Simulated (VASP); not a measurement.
# As2Se (I4_1/amd) in VASP: settings compared

Aim: see how the results for As2Se move with the level of theory and the settings. Levels: LDA, PBEsol+D3(BJ), PBEsol+D4. Tasks: relaxation of cell and atoms.

Program: VASP 6.6.1. These are calculated values, not measurements. Logs are shortened: lines on timing, memory, paths and dates and some standing lists are left out, and cuts for length are marked.

### Step 1. The cell of the first run

Symmetry: I4_1/amd, No. 141, tetragonal system. The conventional cell has a = 7.059 Å, b = 7.059 Å, c = 5.307 Å, α = 90.00°, β = 90.00°, γ = 90.00°. As (site symmetry 2/m) has 2 Se at 2.66 Å and 6 As at 2.83 to 3.53 Å within 3.6 Å. Within 3.5 Å of Se (site symmetry -4m2) lie 4 As at 2.66 Å.

### Step 2. Relaxation of cell and atoms, LDA

INCAR reads:

```
SYSTEM = As2Se
ALGO = Normal
EDIFF = 1E-6
EDIFFG = -0.01
ENCUT = 600
GGA = CA
IBRION = 2
ISIF = 3
ISMEAR = 0
LASPH = .True.
LCHARG = .False.
LREAL = .False.
LWAVE = .False.
NELM = 100
NSW = 80
PREC = Accurate
SIGMA = 0.1
```

KPOINTS reads:

```
k-points
0
Gamma
  8 8 8
  0 0 0
```

POSCAR reads:

```
As2Se
1.0
   -3.5294180000      3.5294180000      2.6535710000
    3.5294180000     -3.5294180000      2.6535710000
    3.5294180000      3.5294180000     -2.6535710000
As Se
4 2
Direct
    0.8750000000      0.1250000000      0.7500000000
    0.3750000000      0.1250000000      0.2500000000
    0.8750000000      0.6250000000      0.7500000000
    0.8750000000      0.1250000000      0.2500000000
    0.5000000000      0.5000000000      0.0000000000
    0.2500000000      0.7500000000      0.5000000000
```

Potentials or basis: VASP PAW LDA potentials, release 64 (As, Se).

The run is started by

```sh
$ cat potpaw_LDA.64/As/POTCAR potpaw_LDA.64/Se/POTCAR > POTCAR
$ mpirun -np 1 vasp_std > vasp.out
```

OUTCAR:

```text
SYSTEM = As2Se
   EDIFF = 1E-6
   EDIFFG = -0.01
   ENCUT = 600
   GGA = CA
   IBRION = 2
   ISIF = 3
   ISMEAR = 0
   LASPH = .True.
   LREAL = .False.
   NELM = 100
   NSW = 80
   PREC = Accurate

 ion  position               nearest neighbor table
   1  0.875  0.125  0.750-   5 2.66   6 2.66   4 2.83   4 2.83   3 2.83   3 2.83
   2  0.375  0.125  0.250-   5 2.66   6 2.66   3 2.83   4 2.83   4 2.83   3 2.83
   3  0.875  0.625  0.750-   5 2.66   6 2.66   1 2.83   2 2.83   1 2.83   2 2.83
   4  0.875  0.125  0.250-   6 2.66   5 2.66   2 2.83   1 2.83   1 2.83   2 2.83
   5  0.500  0.500  0.000-   4 2.66   2 2.66   3 2.66   1 2.66
   6  0.250  0.750  0.500-   1 2.66   2 2.66   3 2.66   4 2.66

  LATTYP: Found a body centered tetragonal cell.
 ALAT       =     7.0588360000
 C/A-ratio  =     0.7518437884

  Lattice vectors:

 A1 = (  -3.5294180000,   3.5294180000,   2.6535710000)
 A2 = (   3.5294180000,  -3.5294180000,   2.6535710000)
 A3 = (   3.5294180000,   3.5294180000,  -2.6535710000)

Analysis of symmetry for initial positions (statically):
=====================================================================
 Subroutine PRICEL returns:
 Original cell was already a primitive cell.

 Routine SETGRP: Setting up the symmetry group for a
 body centered tetragonal supercell.

 Subroutine GETGRP returns: Found 16 space group operations
 (whereof  8 operations were pure point group operations)
 out of a pool of 16 trial point group operations.

The static configuration has the point symmetry D_2d.
 The point group associated with its full space group is D_4h.

Analysis of symmetry for dynamics (positions and initial velocities):
=====================================================================
 Subroutine PRICEL returns:
 Original cell was already a primitive cell.

 Routine SETGRP: Setting up the symmetry group for a
 body centered tetragonal supercell.

 Subroutine GETGRP returns: Found 16 space group operations
 (whereof  8 operations were pure point group operations)
 out of a pool of 16 trial point group operations.

The dynamic configuration has the point symmetry D_2d.
 The point group associated with its full space group is D_4h.

 Subroutine INISYM returns: Found 16 space group operations
 (whereof  8 operations are pure point group operations),
 and found     1 'primitive' translations

----------------------------------------------------------------------------------------

                                     Primitive cell

  volume of cell :     132.2199

  direct lattice vectors                    reciprocal lattice vectors
    -3.529418000  3.529418000  2.653571000     0.000000000  0.141666416  0.188425333
     3.529418000 -3.529418000  2.653571000     0.141666416  0.000000000  0.188425333
     3.529418000  3.529418000 -2.653571000     0.141666416  0.141666416  0.000000000

  length of vectors
     5.652877311  5.652877311  5.652877311     0.235740280  0.235740280  0.200346567

  position of ions in fractional coordinates (direct lattice)
     0.875000000  0.125000000  0.750000000
     0.375000000  0.125000000  0.250000000
     0.875000000  0.625000000  0.750000000
     0.875000000  0.125000000  0.250000000
     0.500000000  0.500000000  0.000000000
     0.250000000  0.750000000  0.500000000

  ion indices of the primitive-cell ions
   primitive index   ion index
                 1           1
                 2           2
                 3           3
                 4           4
                 5           5
                 6           6

----------------------------------------------------------------------------------------

 KPOINTS: k-points

Automatic generation of k-mesh.
 Grid dimensions read from file:
 generate k-points for:    8    8    8

 Generating k-lattice:

  Cartesian coordinates                     Fractional coordinates (reciprocal lattice)
     0.000000000  0.017708302  0.023553167     0.125000000 -0.000000000  0.000000000
     0.017708302  0.000000000  0.023553167    -0.000000000  0.125000000  0.000000000
     0.017708302  0.017708302  0.000000000     0.000000000  0.000000000  0.125000000

  Length of vectors
     0.029467535  0.029467535  0.025043321

  Shift w.r.t. Gamma in fractional coordinates (k-lattice)
     0.000000000  0.000000000  0.000000000

 Subroutine IBZKPT returns following result:
 ===========================================

 Found     59 irreducible k-points:

 Following reciprocal coordinates:
            Coordinates               Weight
  0.000000  0.000000  0.000000      1.000000
  0.125000 -0.000000  0.000000      8.000000
  0.250000 -0.000000  0.000000      8.000000
  0.375000  0.000000  0.000000      8.000000
  0.500000 -0.000000  0.000000      4.000000
  0.125000  0.125000  0.000000      8.000000
[... 16 lines left out ...]
  0.250000  0.125000  0.125000     16.000000
  0.375000  0.125000  0.125000      8.000000
 [... further k-points ...]
[... 69 lines left out ...]

------------------------ aborting loop because EDIFF is reached ----------------------------------------

  FORCE on cell =-STRESS in cart. coord.  units (eV):
  Direction    XX          YY          ZZ          XY          YZ          ZX
  --------------------------------------------------------------------------------------
  -------------------------------------------------------------------------------------
  Total       -3.5563247     -3.5563247     -4.5784780      0.0000000      0.0000000      0.0000000
  in kB      -43.0938294    -43.0938294    -55.4797908      0.0000000      0.0000000      0.0000000
  external PRESSURE =     -47.2224832 kB  Pullay stress =       0.0000000 kB

 VOLUME and BASIS-vectors are now :
 -----------------------------------------------------------------------------
  energy-cutoff  :      600.00
  volume of cell :      132.22
      direct lattice vectors                 reciprocal lattice vectors
    -3.529418000  3.529418000  2.653571000     0.000000000  0.141666416  0.188425333
     3.529418000 -3.529418000  2.653571000     0.141666416  0.000000000  0.188425333
     3.529418000  3.529418000 -2.653571000     0.141666416  0.141666416  0.000000000
[... 241 lines left out ...]
 POSITION                                       TOTAL-FORCE (eV/Angst)
 -----------------------------------------------------------------------------------
      0.00000      5.17533      0.65141         0.000000      0.000000     -0.000000
      0.00000      1.72511      0.65141         0.000000      0.000000     -0.000000
      1.72511      3.45022      1.95422         0.000000      0.000000     -0.000000
     -1.72511      3.45022      1.95422         0.000000      0.000000     -0.000000
      0.00000      0.00000      2.60562        -0.000000      0.000000     -0.000000
      3.45022      0.00000      1.30281         0.000000     -0.000000      0.000000
 -----------------------------------------------------------------------------------
    total drift:                                0.000000     -0.000000      0.000000

  FREE ENERGIE OF THE ION-ELECTRON SYSTEM (eV)
  ---------------------------------------------------
  free  energy   TOTEN  =       -29.6285604230 eV

  energy  without entropy=      -29.6172374556  energy(sigma->0) =      -29.62289894

--------------------------------------- Ionic step        8  -------------------------------------------

 number of electron      32.0000000 magnetization

 Free energy of the ion-electron system (eV)
  ---------------------------------------------------
  ext. energy  EPLUGINS =         0.00000000
  ---------------------------------------------------
  free energy    TOTEN  =       -29.62861568 eV

  energy without entropy =      -29.61732241  energy(sigma->0) =      -29.62296904

 E-fermi :   5.5093     XC(G=0): -10.4189

 val. band max:        5.5003057638   @ k =   0.5000   0.5000   0.1250
 cond. band min:       5.5104832117   @ k =   0.5000   0.1250   0.0000
 fundamental gap:      0.0101774479
 Fermi energy:         5.5092997319

 k-point     1 :       0.0000    0.0000    0.0000
  band No.  band energies     occupation
      1     -10.1137      2.00000
      2      -7.6763      2.00000
      3      -5.0835      2.00000
      4      -5.0835      2.00000
      5      -5.0121      2.00000
      6      -3.3287      2.00000
[... 12 lines left out ...]
     19       8.6669      0.00000
     20       8.7656      0.00000
[... 507 lines left out ...]
 k-point    24 :       0.3750    0.1250    0.1250
  band No.  band energies     occupation
      1      -8.5403      2.00000
      2      -8.3412      2.00000
      3      -7.4851      2.00000
      4      -6.5144      2.00000
      5      -4.3145      2.00000
      6      -2.6766      2.00000
[... 12 lines left out ...]
     19       7.5210      0.00000
     20       8.0569      0.00000

 [... further k-points ...]
[... 5 lines left out ...]
  --------------------------------------------------------------------------------------
  -------------------------------------------------------------------------------------
  Total       -0.0058526     -0.0058526      0.0030475      0.0000000     -0.0000000      0.0000000
  in kB       -0.0756712     -0.0756712      0.0394023      0.0000000     -0.0000000      0.0000000
  external PRESSURE =      -0.0373134 kB  Pullay stress =       0.0000000 kB

 VOLUME and BASIS-vectors are now :
 -----------------------------------------------------------------------------
  energy-cutoff  :      600.00
  volume of cell :      123.92
      direct lattice vectors                 reciprocal lattice vectors
    -3.448984247  3.448984247  2.604269487     0.000000000  0.144970219  0.191992420
     3.448984247 -3.448984247  2.604269487     0.144970219  0.000000000  0.191992420
     3.448984247  3.448984247 -2.604269487     0.144970219  0.144970219  0.000000000

 POSITION                                       TOTAL-FORCE (eV/Angst)
 -----------------------------------------------------------------------------------
      0.00000      5.17348      0.65107         0.000000      0.000000     -0.000000
      0.00000      1.72449      0.65107         0.000000      0.000000     -0.000000
      1.72449      3.44898      1.95320         0.000000      0.000000     -0.000000
     -1.72449      3.44898      1.95320         0.000000      0.000000     -0.000000
      0.00000      0.00000      2.60427         0.000000     -0.000000      0.000000
      3.44898      0.00000      1.30213        -0.000000      0.000000      0.000000
 -----------------------------------------------------------------------------------
    total drift:                                0.000000     -0.000000      0.000000

  FREE ENERGIE OF THE ION-ELECTRON SYSTEM (eV)
  ---------------------------------------------------
  free  energy   TOTEN  =       -29.6286156774 eV

  energy  without entropy=      -29.6173224100  energy(sigma->0) =      -29.62296904

 reached required accuracy - stopping structural energy minimisation
```

It took 10 min on 1 thread of Intel Xeon 8259CL, shared host; peak memory 0.36 GiB.

What came out:

```
Free energy                           : -29.6286 eV
Relaxed volume                        : 20.65 Å³/atom
Relaxed cell                          : a = 5.529 Å, b = 5.529 Å, c = 5.529 Å, α = 102.82°, β = 102.82°, γ = 123.80°
Space group after relaxing (to 0.1 Å) : I4_1/amd (No. 141)
Energy gained by relaxing             : 21.4 meV/atom
Ionic steps                           : 8
Pressure after relaxing               : 0.0 GPa
Band gap on the k mesh                : zero (bands 16 and 17 overlap by 0.42 eV)
```

Step by step:
| step | energy change (eV) | largest force (eV/Å) | pressure (GPa) | volume (Å³) |
| --- | --- | --- | --- | --- |
| 1 | 0.0000 | 0.0000 | -4.72 | 132.22 |
| 2 | -0.0871 | 0.0000 | 3.04 | 120.17 |
| 3 | -0.1262 | 0.0000 | -0.05 | 124.26 |
| 4 | -0.1262 | 0.0000 | 0.06 | 124.10 |
| 5 | -0.1275 | 0.0000 | 0.09 | 123.94 |
| 6 | -0.1281 | 0.0000 | 0.12 | 123.75 |
| 7 | -0.1281 | 0.0000 | -0.11 | 124.07 |
| 8 | -0.1282 | 0.0000 | 0.00 | 123.92 |

Final structure:
```xyz
6
Lattice="-3.4490 3.4490 2.6043 3.4490 -3.4490 2.6043 3.4490 3.4490 -2.6043" Properties=species:S:1:pos:R:3 pbc="T T T"
As    0.0000    5.1735    0.6511
As    0.0000    1.7245    0.6511
As    1.7245    3.4490    1.9532
As   -1.7245    3.4490    1.9532
Se    0.0000    0.0000    2.6043
Se    3.4490    0.0000    1.3021
```

### Step 3. Relaxation of cell and atoms, PBEsol+D3(BJ)

INCAR reads:

```
SYSTEM = As2Se
  PREC = Accurate
  ENCUT = 600
  EDIFF = 1E-6
  ISMEAR = 0
  SIGMA = 0.1
  LREAL = .False.
  LASPH = .True.
  NELM = 80
  ALGO = Normal
  ISIF = 3
  LWAVE = .False.
  LCHARG = .False.
  GGA = PS
  IVDW = 12
  IBRION = 2
  NSW = 80
  EDIFFG = -0.01
```

KPOINTS reads:

```
Automatic mesh
0
Gamma
  8 8 8
  0 0 0
```

POSCAR is that of step 2.

Potentials or basis: VASP PAW PBE potentials, release 64 (As, Se).

The run is started by

```sh
$ cat potpaw_PBE.64/As/POTCAR potpaw_PBE.64/Se/POTCAR > POTCAR
$ mpirun -np 1 vasp_std > vasp.out
```

Wall time 9.6 min (1 thread of Intel Xeon 8259CL, shared host); peak memory 0.44 GiB.

It converged, with:

```yaml
Free_energy: -30.1424 eV
Relaxed_volume: 20.25 Å³/atom
Relaxed_cell: a = 5.485 Å, b = 5.485 Å, c = 5.485 Å, α = 103.08°, β = 103.08°, γ = 123.18°
Space_group_after_relaxing_to_0.1_Å: I4_1/amd (No. 141)
Energy_gained_by_relaxing: 34.9 meV/atom
Ionic_steps: 6
Pressure_after_relaxing: 0.0 GPa
Band_gap_on_the_k_mesh: zero (bands 16 and 17 overlap by 0.43 eV)
Dispersion_energy_per_atom: -0.385 eV
```

Step by step:
```
step  energy change (eV)  largest force (eV/Å)  pressure (GPa)  volume (Å³)
   1              0.0000                0.0000           -5.93       132.22
   2             -0.1401                0.0000            3.96       117.21
   3             -0.2009                0.0000           -0.05       122.18
   4             -0.2063                0.0000           -0.03       121.90
   5             -0.2092                0.0000            0.01       121.53
   6             -0.2092                0.0000            0.01       121.48
```

Final structure:
```xyz
6
Lattice="-3.4114 3.4114 2.6095 3.4114 -3.4114 2.6095 3.4114 3.4114 -2.6095" Properties=species:S:1:pos:R:3 pbc="T T T"
As    0.0000    5.1171    0.6524
As    0.0000    1.7057    0.6524
As    1.7057    3.4114    1.9571
As   -1.7057    3.4114    1.9571
Se    3.4114    3.4114    0.0000
Se    3.4114    0.0000    1.3048
```

Levels at points of the mesh, in eV from the Fermi level:
| k point | band 12 | band 13 | band 14 | band 15 | band 16 | band 17 | band 18 | band 19 | band 20 |
| --- | --- | --- | --- | --- | --- | --- | --- | --- | --- |
| (0.00, 0.00, 0.00) | -3.11 | -3.11 | -3.05 | -3.05 | -0.94 | 2.58 | 3.17 | 3.25 | 3.25 |
| (0.50, 0.00, 0.00) | -2.70 | -1.89 | -1.54 | -0.56 | -0.12 | 0.18 | 0.42 | 1.65 | 2.52 |
| (0.50, 0.50, 0.00) | -2.44 | -1.55 | -1.55 | -1.28 | -1.28 | -0.09 | -0.09 | 1.91 | 1.91 |
| (0.50, 0.50, 0.50) | -2.68 | -0.84 | -0.84 | -0.36 | -0.36 | 0.53 | 0.53 | 0.54 | 0.54 |

Caveat: the PAW data sets were made with another functional, which shifts forces and pressure a little.

### Step 4. Relaxation of cell and atoms, PBEsol+D4

INCAR reads:

```
SYSTEM = As2Se
ALGO = Normal
EDIFF = 1E-6
EDIFFG = -0.01
ENCUT = 600
GGA = PS
IBRION = 2
ISIF = 3
ISMEAR = 0
IVDW = 13
LASPH = .TRUE.
LCHARG = .FALSE.
LREAL = .FALSE.
LWAVE = .FALSE.
NELM = 80
NSW = 80
PREC = Accurate
SIGMA = 0.1
```

KPOINTS reads:

```
k-points
0
G
  8 8 8
  0 0 0
```

POSCAR is that of step 3.

The run is started by

```sh
$ cat potpaw_PBE.64/As/POTCAR potpaw_PBE.64/Se/POTCAR > POTCAR
$ mpirun -np 1 vasp_std > vasp.out
```

It took 9.9 min on 1 thread of Intel Xeon 8259CL, shared host; peak memory 0.43 GiB.

The run converged. Its results:

| Quantity | Value |
| --- | --- |
| Free energy | -29.4660 eV |
| Relaxed volume | 20.52 Å³/atom |
| Relaxed cell | a = 5.513 Å, b = 5.513 Å, c = 5.513 Å, α = 102.97°, β = 102.97°, γ = 123.44° |
| Space group after relaxing (to 0.1 Å) | I4_1/amd (No. 141) |
| Energy gained by relaxing | 24.8 meV/atom |
| Ionic steps | 6 |
| Pressure after relaxing | 0.0 GPa |
| Band gap on the k mesh | zero (bands 16 and 17 overlap by 0.42 eV) |
| Dispersion energy per atom | -0.268 eV |

Step by step:
| step | energy change (eV) | largest force (eV/Å) | pressure (GPa) | volume (Å³) |
| --- | --- | --- | --- | --- |
| 1 | 0.0000 | 0.0000 | -5.04 | 132.22 |
| 2 | -0.1010 | 0.0000 | 3.25 | 119.38 |
| 3 | -0.1442 | 0.0000 | -0.04 | 123.67 |
| 4 | -0.1474 | 0.0000 | -0.02 | 123.45 |
| 5 | -0.1490 | 0.0000 | 0.01 | 123.19 |
| 6 | -0.1491 | 0.0000 | 0.01 | 123.14 |

Final structure:
```
As Se
1.0
    -3.43299    3.43299    2.61202
     3.43299   -3.43299    2.61202
     3.43299    3.43299   -2.61202
As Se
4 2
Direct
  0.87500 0.12500 0.75000
  0.37500 0.12500 0.25000
  0.87500 0.62500 0.75000
  0.87500 0.12500 0.25000
  0.50000 0.50000 0.00000
  0.25000 0.75000 0.50000
```

Levels at points of the mesh, in eV from the Fermi level:
| k point | band 12 | band 13 | band 14 | band 15 | band 16 | band 17 | band 18 | band 19 | band 20 |
| --- | --- | --- | --- | --- | --- | --- | --- | --- | --- |
| (0.00, 0.00, 0.00) | -3.04 | -3.04 | -3.03 | -3.03 | -0.98 | 2.55 | 3.20 | 3.21 | 3.21 |
| (0.50, 0.00, 0.00) | -2.67 | -1.87 | -1.54 | -0.55 | -0.10 | 0.18 | 0.45 | 1.62 | 2.55 |
| (0.50, 0.50, 0.00) | -2.41 | -1.51 | -1.51 | -1.26 | -1.26 | -0.08 | -0.08 | 1.89 | 1.89 |
| (0.50, 0.50, 0.50) | -2.64 | -0.81 | -0.81 | -0.37 | -0.37 | 0.48 | 0.48 | 0.50 | 0.50 |

Caveat: the PAW data sets were made with another functional, which shifts forces and pressure a little.

### Step 5. Summary

```tsv
level	potentials or basis	gap on the mesh (eV)	pressure (GPa)	relaxed volume (Å³/atom)
LDA	VASP PAW LDA potentials, release 64 (As, Se)	none	0.0	20.65
PBEsol+D3(BJ)	VASP PAW PBE potentials, release 64 (As, Se)	none	0.0	20.25
PBEsol+D4	VASP PAW PBE potentials, release 64 (As, Se)	none	0.0	20.52
```

Alike in all rows: task relaxation of cell and atoms; no spin polarisation; cell relaxed; k mesh 8 × 8 × 8; cutoff (eV) 600; smearing gaussian 0.1 eV.

Caveats: the PAW data sets were made with another functional, which shifts forces and pressure a little (at least some runs).

Total energies depend on the potentials used, so only differences within one code and one set of settings carry meaning.
